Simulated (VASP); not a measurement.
Write the native input for VASP 6.6.1 that does the following.

```yaml
Task: single point
Functional: LDA
Potentials_or_basis: VASP PAW LDA potentials, release 64 (Al, N)
Cutoff: 600 eV
k_mesh: 10 × 10 × 10
Occupations: gaussian, width 0.02 eV
Spin: no spin polarisation
Dipole_correction: no
Further_INCAR_settings: ALGO = Normal; EDIFF = 1e-06; NBANDS = 11
```

The structure of AlN lies in POSCAR:

```
AlN
1.0
    0.0000000000      2.0050835843      2.0050835843
    2.0050835843      0.0000000000      2.0050835843
    2.0050835843      2.0050835843      0.0000000000
Al N
1 1
Direct
    0.5000000000      0.5000000000      0.5000000000
    0.0000000000      0.0000000000      0.0000000000
```

These files were run (other wordings do the same):

INCAR

```
SYSTEM = AlN
ALGO     = Normal         ! electronic algorithm
EDIFF    = 1E-6           ! SCF threshold, eV
ENCUT    = 600            ! plane-wave cutoff, eV
GGA      = CA             ! functional
GGA_COMPAT= .False.      
ISIF     = 2              ! what is computed and relaxed
ISMEAR   = 0              ! smearing method
LASPH    = .True.         ! aspherical terms in the spheres
LCHARG   = .True.         ! write CHGCAR
LELF     = .True.         ! ELF
LREAL    = .False.        ! projectors in reciprocal space
LVHAR    = .True.       
LWAVE    = .False.        ! write WAVECAR
NBANDS   = 11             ! bands
NELM     = 120            ! most SCF steps
PREC     = Accurate       ! precision mode
SIGMA    = 0.02           ! smearing width, eV
```

KPOINTS

```
k-points
0
Gamma
  10 10 10
  0 0 0
```

Potentials or basis: VASP PAW LDA potentials, release 64 (Al, N).

The run is started by

```sh
$ cat potpaw_LDA.64/Al/POTCAR potpaw_LDA.64/N/POTCAR > POTCAR
$ mpirun -np 1 vasp_std > vasp.out
```

Results of the run:

```yaml
Pressure: 0.7 GPa
Band_gap_on_the_k_mesh: 4.70 eV (least direct gap 6.13 eV)
```

Run time: 12 s on 1 thread of AMD EPYC 7R43 64-Core Processor (Zen 3) (shared host), peak memory 0.1 GiB.
